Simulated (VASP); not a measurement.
# B2O (P-3m1) in VASP: notebook, part 3 of 3

VASP 6.6.1.

## 4. Single point, PBE+D3(BJ) (7.96 Å³/atom)

Input file INCAR:

```
PREC = Accurate
ENCUT = 520
EDIFF = 1E-6
ISMEAR = 0
SIGMA = 0.15
LREAL = F
LASPH = T
NELM = 60
ALGO = Fast
ISIF = 2
LWAVE = F
LCHARG = F
GGA = PE
IVDW = 12
NBANDS = 21
```

Input file KPOINTS:

```
Automatic mesh
0
Gamma
  21 21 6
```

Input file POSCAR:

```
B2O
1.0
    2.5055984866      0.0000000000      0.0000000000
   -1.2527992433      2.1699119411      0.0000000000
    0.0000000000      0.0000000000      8.7898900509
B O
4 2
Direct
    0.0000000000      0.0000000000      0.4099026039
    0.0000000000      0.0000000000      0.5900973961
    0.6666666667      0.3333333333      0.0293462865
    0.3333333333      0.6666666667      0.9706537135
    0.6666666667      0.3333333333      0.3525784977
    0.3333333333      0.6666666667      0.6474215023
```

Potentials or basis: VASP PAW PBE potentials, release 64 (B, O).

Launch:

```console
> cat potpaw_PBE.64/B/POTCAR potpaw_PBE.64/O/POTCAR > POTCAR
> mpirun -np 1 vasp_std > vasp.out
```

OUTCAR:

```text
PREC = Accurate
   ENCUT = 520
   EDIFF = 1E-6
   ISMEAR = 0
   LREAL = F
   LASPH = T
   NELM = 60
   ISIF = 2
   GGA = PE
   IVDW = 12
 IVDW          = 12

 ion  position               nearest neighbor table
   1  0.000  0.000  0.410-   5 1.53   5 1.53   5 1.53   2 1.58
   2  0.000  0.000  0.590-   6 1.53   6 1.53   6 1.53   1 1.58
   3  0.667  0.333  0.029-   4 1.54   4 1.54   4 1.54
   4  0.333  0.667  0.971-   3 1.54   3 1.54   3 1.54
   5  0.667  0.333  0.353-   1 1.53   1 1.53   1 1.53
   6  0.333  0.667  0.647-   2 1.53   2 1.53   2 1.53

  LATTYP: Found a hexagonal cell.
 ALAT       =     2.5055984866
 C/A-ratio  =     3.5081000000

  Lattice vectors:

 A1 = (   2.5055984866,   0.0000000000,   0.0000000000)
 A2 = (  -1.2527992433,   2.1699119411,   0.0000000000)
 A3 = (   0.0000000000,   0.0000000000,   8.7898900509)

Analysis of symmetry for initial positions (statically):
=====================================================================
 Subroutine PRICEL returns:
 Original cell was already a primitive cell.
[... 183 lines left out ...]
 cond. band min:       5.6523955032   @ k =   0.3810   0.0476   0.3333
 fundamental gap:      0.0287395813
 Fermi energy:         5.6466347478

 k-point     1 :       0.0000    0.0000    0.0000
  band No.  band energies     occupation
      1     -19.6549      2.00000
      2     -18.7821      2.00000
      3      -7.6074      2.00000
      4      -6.2776      2.00000
      5      -1.7717      2.00000
      6      -0.7710      2.00000
[... 565 lines left out ...]
     20      16.8300      0.00000
     21      18.7231      0.00000

 [... further k-points ...]

------------------------ aborting loop because EDIFF is reached ----------------------------------------

 Edisp (eV)   -0.91074

 E8    (eV) :    -0.2786

  FORCE on cell =-STRESS in cart. coord.  units (eV):
  Direction    XX          YY          ZZ          XY          YZ          ZX
  --------------------------------------------------------------------------------------
  -------------------------------------------------------------------------------------
  Total       5.82641     5.82641     8.43985     0.00000     0.00000     0.00000
  in kB     195.33248   195.33248   282.94907     0.00000     0.00000     0.00000
  external pressure =      224.54 kB  Pullay stress =        0.00 kB

 VOLUME and BASIS-vectors are now :
 -----------------------------------------------------------------------------
  energy-cutoff  :      520.00
  volume of cell :       47.79
      direct lattice vectors                 reciprocal lattice vectors
     2.505598487  0.000000000  0.000000000     0.399106244  0.230424097  0.000000000
    -1.252799243  2.169911941  0.000000000     0.000000000  0.460848194  0.000000000
     0.000000000  0.000000000  8.789890051     0.000000000  0.000000000  0.113767066

 POSITION                                       TOTAL-FORCE (eV/Angst)
 -----------------------------------------------------------------------------------
      0.00000      0.00000      3.60300         0.000000     -0.000000     -1.984005
      0.00000      0.00000      5.18689        -0.000000     -0.000000      1.984005
      1.25280      0.72330      0.25795        -0.000000     -0.000000      0.803485
     -0.00000      1.44661      8.53194         0.000000      0.000000     -0.803485
      1.25280      0.72330      3.09913         0.000000      0.000000     -1.577978
     -0.00000      1.44661      5.69076        -0.000000      0.000000      1.577978
 -----------------------------------------------------------------------------------
    total drift:                                0.000000     -0.000000      0.000000

  FREE ENERGIE OF THE ION-ELECTRON SYSTEM (eV)
  ---------------------------------------------------
  free  energy   TOTEN  =       -39.8857680098 eV

  energy  without entropy=      -39.8735380377  energy(sigma->0) =      -39.87965302
```

OSZICAR:

```text
N       E                     dE             d eps       ncg     rms          rms(c)
DAV:   1     0.848523666417E+02    0.84852E+02   -0.12673E+04 11188   0.107E+03
DAV:   2    -0.381266515028E+02   -0.12298E+03   -0.11837E+03 14126   0.243E+02
DAV:   3    -0.431447191375E+02   -0.50181E+01   -0.49730E+01 14972   0.453E+01
DAV:   4    -0.431754145990E+02   -0.30695E-01   -0.30678E-01 14167   0.384E+00
DAV:   5    -0.431756255301E+02   -0.21093E-03   -0.21092E-03 14506   0.301E-01    0.107E+01
RMM:   6    -0.395973705536E+02    0.35783E+01   -0.30374E+00 11875   0.901E+00    0.544E+00
RMM:   7    -0.390346371460E+02    0.56273E+00   -0.12168E+00 12325   0.622E+00    0.247E+00
RMM:   8    -0.389724762856E+02    0.62161E-01   -0.15143E-01 12855   0.199E+00    0.855E-01
RMM:   9    -0.389745019449E+02   -0.20257E-02   -0.15745E-02 13550   0.725E-01    0.257E-01
RMM:  10    -0.389750722070E+02   -0.57026E-03   -0.23563E-03 13174   0.317E-01    0.731E-02
RMM:  11    -0.389750234700E+02    0.48737E-04   -0.24930E-04 13785   0.108E-01    0.182E-02
RMM:  12    -0.389750284274E+02   -0.49574E-05   -0.45036E-05 14053   0.452E-02    0.714E-03
RMM:  13    -0.389750324841E+02   -0.40567E-05   -0.19879E-05 13940   0.263E-02    0.104E-02
RMM:  14    -0.389750298621E+02    0.26220E-05   -0.70640E-06 13331   0.154E-02    0.636E-04
RMM:  15    -0.389750298794E+02   -0.17261E-07   -0.10360E-06 10167   0.594E-03
   1 F= -.39885768E+02 E0= -.39879653E+02  d E =-.122300E-01
```

stdout:

```text
POSCAR found type information on POSCAR B O
 POSCAR found :  2 types and       6 ions
 scaLAPACK will be used
 LDA part: xc-table for (Slater+PW92), standard interpolation
 POSCAR, INCAR and KPOINTS ok, starting setup
 FFT: planning ... GRIDC
 FFT: planning ... GRID_SOFT
 FFT: planning ... GRID
 WAVECAR not read
 entering main loop
```

It took 3.7 min on 1 thread of Oxide Virtual Turin-like, shared host; peak memory 0.3 GiB.

What came out:

```yaml
Free_energy: -39.8858 eV
Pressure: 22.5 GPa
Largest_force: 1.984 eV/Å
Band_gap_on_the_k_mesh: zero (bands 12 and 13 overlap by 4.52 eV)
Dispersion_energy_per_atom: -0.152 eV
```

Forces in eV/Å, atoms in the order of the input:
```
B    0.000  0.000 -1.984
B    0.000  0.000  1.984
B    0.000  0.000  0.803
B    0.000  0.000 -0.803
O    0.000  0.000 -1.578
O    0.000  0.000  1.578
```

Caveat: the stress differs along the axes, from 20 to 28 GPa; forces of over 1 eV/Å act on the atoms, so gaps and moduli don't describe the material at rest.

## 5. Single point, PBE+D3(BJ) (7.97 Å³/atom)

Input file INCAR:

```
SYSTEM = B2O
PREC     = Accurate       ! precision mode
ENCUT    = 520            ! plane-wave cutoff, eV
EDIFF    = 1E-6           ! SCF threshold, eV
ISMEAR   = 0              ! smearing method
SIGMA    = 0.15           ! smearing width, eV
LREAL    = .FALSE.        ! projectors in reciprocal space
LASPH    = .TRUE.         ! aspherical terms in the spheres
NELM     = 60             ! most SCF steps
ALGO     = Fast           ! electronic algorithm
ISIF     = 2              ! what is computed and relaxed
LWAVE    = .FALSE.        ! write WAVECAR
LCHARG   = .FALSE.        ! write CHGCAR
GGA      = PE             ! functional
IVDW     = 12             ! dispersion correction
NBANDS   = 21             ! bands
```

Input file KPOINTS:

```
Automatic mesh
0
G
  21 21 6
  0 0 0
```

Edit POSCAR of step 4 so:

```diff
@@ -2,5 +2,5 @@
 1.0
-    2.5055984866      0.0000000000      0.0000000000
-   -1.2527992433      2.1699119411      0.0000000000
-    0.0000000000      0.0000000000      8.7898900509
+    2.3748511500      0.0000000000      0.0000000000
+   -1.1874255750      2.0566814261      0.0000000000
+    0.0000000000      0.0000000000      9.7843867378
 B O
```

Launch:

```console
> cat potpaw_PBE.64/B/POTCAR potpaw_PBE.64/O/POTCAR > POTCAR
> mpirun -np 1 vasp_std > vasp.out
```

Run time: 3.1 min. Hardware: 1 thread of Oxide Virtual Turin-like, shared host; peak memory 0.3 GiB.

The run converged. Its results:

```yaml
Free_energy: -39.3436 eV
Pressure: 38.3 GPa
Largest_force: 3.016 eV/Å
Band_gap_on_the_k_mesh: zero (bands 12 and 13 overlap by 3.57 eV)
Dispersion_energy_per_atom: -0.150 eV
```

Forces in eV/Å, atoms in the order of the input:
```
B    0.000  0.000  0.746
B    0.000  0.000 -0.746
B    0.000  0.000  3.016
B    0.000  0.000 -3.016
O    0.000  0.000 -0.911
O    0.000  0.000  0.911
```

Stress tensor (GPa, compression positive):
```
52.68  0.00  0.00
 0.00 52.68  0.00
 0.00  0.00  9.46
```

Levels at points of the mesh, in eV from the Fermi level:
```csv
k point,band 8,band 9,band 10,band 11,band 12,band 13,band 14,band 15,band 16,band 17
"(0.00, 0.00, 0.00)",-6.22,-6.22,-5.89,-3.05,2.61,4.50,4.50,6.36,7.17,7.17
"(0.00, 0.00, 0.50)",-6.22,-6.22,-6.20,-2.72,2.27,4.50,4.50,6.89,7.00,7.17
```

Caveat: the stress differs along the axes, from 9 to 53 GPa; forces of over 1 eV/Å act on the atoms, so gaps and moduli don't describe the material at rest.

## 6. Overview

| cell | further INCAR settings | gap on the mesh (eV) | pressure (GPa) | largest force (eV/Å) |
| --- | --- | --- | --- | --- |
| a = 2.407, b = 2.407, c = 9.526 Å, angles 90.0, 90.0, 120.0°, 6 atoms | ALGO = Fast; EDIFF = 1e-06; NBANDS = 21 | none | 33.3 | 2.43 |
| a = 2.539, b = 2.539, c = 8.557 Å, angles 90.0, 90.0, 120.0°, 6 atoms | ALGO = Fast; EDIFF = 1e-07; NBANDS = 21 | none | 19.8 | 3.10 |
| a = 2.506, b = 2.506, c = 8.790 Å, angles 90.0, 90.0, 120.0°, 6 atoms | ALGO = Fast; EDIFF = 1e-06; NBANDS = 21 | none | 22.5 | 1.98 |
| a = 2.375, b = 2.375, c = 9.784 Å, angles 90.0, 90.0, 120.0°, 6 atoms | ALGO = Fast; EDIFF = 1e-06; NBANDS = 21 | none | 38.3 | 3.02 |

Alike in all rows: task single point; level PBE+D3(BJ); potentials or basis VASP PAW PBE potentials, release 64 (B, O); no spin polarisation; k mesh 21 × 21 × 6; cutoff (eV) 520; smearing gaussian 0.15 eV.

Caveats: forces of over 1 eV/Å act on the atoms, so gaps and moduli don't describe the material at rest; the stress differs along the axes, from 13 to 43 GPa (at least some runs); the stress differs along the axes, from 13 to 34 GPa (at least some runs); the stress differs along the axes, from 20 to 28 GPa (at least some runs); the stress differs along the axes, from 9 to 53 GPa (at least some runs).

Total energies depend on the potentials used, so only differences within one code and one set of settings carry meaning.

The gap in the log of VASP goes by the Fermi energy; the results here count the filled bands.